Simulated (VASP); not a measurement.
# Pt in VASP: notebook, part 2 of 2

VASP 6.6.1. The steps go on from the part before.

## (3) Electric field gradients, r2SCAN (shortest bond scaled by 0.94)

File POSCAR:

```
Pt
1.0
    0.0000000000      2.6951100335      2.6951100335
    2.6951100335      0.0000000000      2.6951100335
    2.6951100335      2.6951100335      0.0000000000
Pt
2
Direct
   -0.1475000000     -0.1175000000     -0.1175000000
    0.1475000000      0.1175000000      0.1175000000
```

File INCAR.step1:

```
SYSTEM = Pt
  PREC = Accurate
  ENCUT = 520
  ISMEAR = -1
  SIGMA = 0.05
  LREAL = .False.
  LASPH = .True.
  NELM = 60
  NBANDS = 17
  GGA = PE
  ALGO = Normal
  EDIFF = 1E-4
  LWAVE = .True.
  LCHARG = .False.
```

File INCAR.step2:

```
SYSTEM = Pt
  PREC = Accurate
  ENCUT = 520
  EDIFF = 1E-8
  ISMEAR = -1
  SIGMA = 0.05
  LREAL = .False.
  LASPH = .True.
  NELM = 60
  ALGO = Normal
  ISIF = 2
  LWAVE = .False.
  LCHARG = .False.
  METAGGA = R2SCAN
  LMIXTAU = .True.
  LEFG = .True.
  NBANDS = 17
  ISTART = 1
```

File KPOINTS:

```
regular mesh
0
Gamma
  10 10 10
  0 0 0
```

Potentials or basis: VASP PAW PBE potentials, release 64 (Pt).

On the command line:

```bash
$ cat potpaw_PBE.64/Pt/POTCAR > POTCAR
$ cp INCAR.step1 INCAR
$ mpirun -np 1 vasp_std > vasp.out
$ cp INCAR.step2 INCAR
$ mpirun -np 1 vasp_std > vasp.out
```

OUTCAR:

```text
SYSTEM = Pt
   PREC = Accurate
   ENCUT = 520
   EDIFF = 1E-8
   ISMEAR = -1
   LREAL = .False.
   LASPH = .True.
   NELM = 60
   ISIF = 2
   METAGGA = R2SCAN
   ISTART = 1

 ion  position               nearest neighbor table
   1  0.852  0.883  0.883-   2 2.19   2 2.38   2 2.38   2 2.38
   2  0.148  0.117  0.117-   1 2.19   1 2.38   1 2.38   1 2.38

  LATTYP: Found a face centered cubic cell.
 ALAT       =     5.3902200670

  Lattice vectors:

 A1 = (   0.0000000000,   2.6951100335,   2.6951100335)
 A2 = (   2.6951100335,   0.0000000000,   2.6951100335)
 A3 = (   2.6951100335,   2.6951100335,   0.0000000000)

Analysis of symmetry for initial positions (statically):
=====================================================================
 Subroutine PRICEL returns:
 Original cell was already a primitive cell.

 Routine SETGRP: Setting up the symmetry group for a
 face centered cubic supercell.

 Subroutine GETGRP returns: Found 12 space group operations
[... 669 lines left out ...]
      direct lattice vectors                 reciprocal lattice vectors
     0.000000000  2.695110033  2.695110033    -0.185521182  0.185521182  0.185521182
     2.695110033  0.000000000  2.695110033     0.185521182 -0.185521182  0.185521182
     2.695110033  2.695110033  0.000000000     0.185521182  0.185521182 -0.185521182

 POSITION                                       TOTAL-FORCE (eV/Angst)
 -----------------------------------------------------------------------------------
      4.75687      4.67602      4.67602        -2.141028      2.141028      2.141028
      0.63335      0.71420      0.71420         2.141028     -2.141028     -2.141028
 -----------------------------------------------------------------------------------
    total drift:                                0.000000      0.000000      0.000000

  FREE ENERGIE OF THE ION-ELECTRON SYSTEM (eV)
  ---------------------------------------------------
  free  energy   TOTEN  =       -99.8000839468 eV

  energy  without entropy=      -99.7697728342  energy(sigma->0) =      -99.78492839

 Electric field gradients (V/A^2)
---------------------------------------------------------------------
 ion       V_xx      V_yy      V_zz      V_xy      V_xz      V_yz
---------------------------------------------------------------------
   1       0.000    -0.000    -0.000    14.611    14.611   -14.612
   2       0.000    -0.000    -0.000    14.611    14.611   -14.612
---------------------------------------------------------------------

 Electric field gradients after diagonalization (V/A^2)
 (convention: |V_zz| > |V_xx| > |V_yy|)
----------------------------------------------------------------------
 ion       V_xx      V_yy      V_zz     asymmetry (V_yy - V_xx)/ V_zz
----------------------------------------------------------------------
   1      14.612    14.611   -29.222       0.000
   2      14.612    14.611   -29.222       0.000
----------------------------------------------------------------------

           NMR quadrupolar parameters

 Cq : quadrupolar parameter    Cq=e*Q*V_zz/h
 eta: asymmetry parameters     (V_yy - V_xx)/ V_zz
 Q  : nuclear electric quadrupole moment in mb (millibarn)
----------------------------------------------------------------------
 ion       Cq(MHz)       eta       Q (mb)
----------------------------------------------------------------------
   1      -0.071       0.000       1.000
   2      -0.071       0.000       1.000
----------------------------------------------------------------------
```

OUTCAR.step1:

```text
SYSTEM = Pt
   PREC = Accurate
   ENCUT = 520
   ISMEAR = -1
   LREAL = .False.
   LASPH = .True.
[... 702 lines left out ...]
      4.75687      4.67602      4.67602        -2.218538      2.218538      2.218538
      0.63335      0.71420      0.71420         2.218538     -2.218538     -2.218538
 -----------------------------------------------------------------------------------
    total drift:                                0.000000      0.000000      0.000000

  FREE ENERGIE OF THE ION-ELECTRON SYSTEM (eV)
  ---------------------------------------------------
  free  energy   TOTEN  =        -8.9283189241 eV

  energy  without entropy=       -8.8971365918  energy(sigma->0) =       -8.91272776
```

OSZICAR.step1:

```text
N       E                     dE             d eps       ncg     rms          rms(c)
DAV:   1     0.101901885412E+03    0.10190E+03   -0.10217E+04  3952   0.110E+03
DAV:   2    -0.772312411739E+01   -0.10963E+03   -0.10407E+03  4396   0.232E+02
DAV:   3    -0.969250426285E+01   -0.19694E+01   -0.19537E+01  4822   0.315E+01
DAV:   4    -0.970763721775E+01   -0.15133E-01   -0.15131E-01  4810   0.284E+00
DAV:   5    -0.970787632185E+01   -0.23910E-03   -0.23910E-03  4942   0.368E-01    0.208E+01
DAV:   6    -0.902562410285E+01    0.68225E+00   -0.14446E+00  4737   0.910E+00    0.124E+01
DAV:   7    -0.894042022645E+01    0.85204E-01   -0.12939E-01  4921   0.263E+00    0.460E+00
DAV:   8    -0.892841486840E+01    0.12005E-01   -0.17358E-02  4352   0.924E-01    0.292E-01
DAV:   9    -0.892831892409E+01    0.95944E-04   -0.68662E-04  4525   0.198E-01
   1 F= -.89283189E+01 E0= -.89127278E+01  d E =-.311823E-01
```

Wall time 4.8 min (1 thread of Intel Xeon Platinum 8488C (Sapphire Rapids), shared host); peak memory 0.21 GiB.

What came out:

- Free energy: -99.8001 eV
- Pressure: 39.6 GPa
- Largest force: 3.708 eV/Å
- Band gap on the k mesh: zero (bands 10 and 11 overlap by 1.20 eV)
- Largest electric field gradient by atom: Pt -29.2 V/Å²

Forces on the atoms (eV/Å):
```
Pt  -2.141  2.141  2.141
Pt   2.141 -2.141 -2.141
```

Levels at points of the mesh, in eV from the Fermi level:
| k point | band 6 | band 7 | band 8 | band 9 | band 10 | band 11 | band 12 | band 13 | band 14 | band 15 |
| --- | --- | --- | --- | --- | --- | --- | --- | --- | --- | --- |
| (0.00, 0.00, 0.00) | -5.85 | -2.84 | -2.58 | -2.58 | -0.13 | -0.13 | 11.38 | 11.84 | 13.08 | 13.79 |
| (0.50, 0.00, 0.00) | -5.71 | -2.39 | -2.13 | -2.13 | 0.06 | 0.06 | 1.50 | 9.19 | 9.19 | 10.47 |
| (0.00, 0.50, 0.00) | -5.53 | -2.20 | -2.11 | -1.72 | -0.87 | -0.72 | 0.80 | 8.88 | 9.89 | 10.61 |
| (0.50, 0.50, 0.00) | -4.22 | -3.83 | -3.17 | -0.32 | -0.09 | 1.45 | 1.52 | 3.95 | 4.16 | 10.77 |

Electric field gradients, principal values (V/Å²):
| atom | least | middle | greatest (by size) |
| --- | --- | --- | --- |
| 1 Pt | 14.611 | 14.612 | -29.222 |
| 2 Pt | 14.611 | 14.612 | -29.222 |

Caveat: the cell differs from its parent crystal (shortest bond scaled by 0.94); the cell stands under pressure; without QUAD_EFG the Cq values of the log hold for a quadrupole moment of 1 mb, not for the nuclei; the PAW data sets were made with another functional, which shifts forces and pressure a little; spin-orbit coupling is left out, which moves the levels of the heavy elements.
